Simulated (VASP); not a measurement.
A run of VASP 6.6.1:

File INCAR:

```
ALGO = Normal ; EDIFF = 1E-7
ENCUT = 520 ; GGA = PS
ISIF = 2 ; ISMEAR = -1
LASPH = T ; LCHARG = T
LELF = T ; LREAL = F
LVHAR = T ; LWAVE = F
NBANDS = 15 ; NELM = 100
PREC = Accurate ; SIGMA = 0.15
```

KPOINTS

```
k-points
0
Gamma
  18 18 14
```

File POSCAR:

```
TaN
1.0
    2.8619542351      0.0000000000      0.0000000000
   -1.4309771176      2.4785250720      0.0000000000
    0.0000000000      0.0000000000      2.8200096295
Ta N
1 1
Direct
    0.3333333333      0.6666666667      0.5000000000
    0.0000000000      0.0000000000      0.0000000000
```

Potentials or basis: VASP PAW PBE potentials, release 64 (Ta_pv, N).

The run is started by

```console
$ cat potpaw_PBE.64/Ta_pv/POTCAR potpaw_PBE.64/N/POTCAR > POTCAR
$ mpirun -np 1 vasp_std > vasp.out
```

Hardware: 1 thread of AMD EPYC 9R45 (Zen 5), with other jobs on the host.

Task: How long does it take, and how much memory?

Result: Wall time 48 s on 1 thread of AMD EPYC 9R45 (Zen 5), on a shared host, peak memory 0.18 GiB. Counts: scf iterations 13, k points 296.
